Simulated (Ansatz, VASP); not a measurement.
## Two plane-wave programs on N

```
N
1.0
     4.16723    0.00000    0.00000
    -2.08362    3.60893    0.00000
     0.00000    0.00000    7.00600
N
4
Direct
  0.33957 0.67914 0.32893
  0.33333 0.66667 0.17107
  0.66667 0.33333 0.82893
  0.66667 0.33333 0.67107
```

Change from the starting cell: one atom moved.

Alike in both runs: task single point; functional PBEsol; k mesh 6 × 6 × 4; occupations gaussian, width 0.02 eV; no spin polarisation.

```csv
,VASP,Ansatz
version,VASP 6.6.1,Ansatz 0.2.0
potentials or method,"VASP PAW PBE potentials, release 64 (N), cutoff 520 eV","scalar-relativistic, plane waves, PAW"
valence electrons in the cell,20,20
```

Ansatz gave:

```
gap on the k mesh at the Fermi level (eV)                     : 7.02
least direct gap on the mesh (eV)                             : 7.32
pressure (GPa)                                                : -0.8
traceless stress, the component that is largest in VASP (GPa) : -1.98
rms of the force components (eV/Å)                            : 0.519
```

Problem. Estimate VASP's values.

Solution. gap on the k mesh at the Fermi level (eV): 6.97; least direct gap on the mesh (eV): 7.27; pressure (GPa): 0.9; traceless stress, the component that is largest in VASP (GPa): 1.81; rms of the force components (eV/Å): 0.476.

VASP's potentials were made for PBE, not for PBEsol. Atom by atom the forces differ by 0.992 eV/Å (rms over components). With one functional, cell and mesh, what is left measures potentials, basis and numerics.

Noted on VASP's run: the standard files for N, O and F lose accuracy on very short bonds.
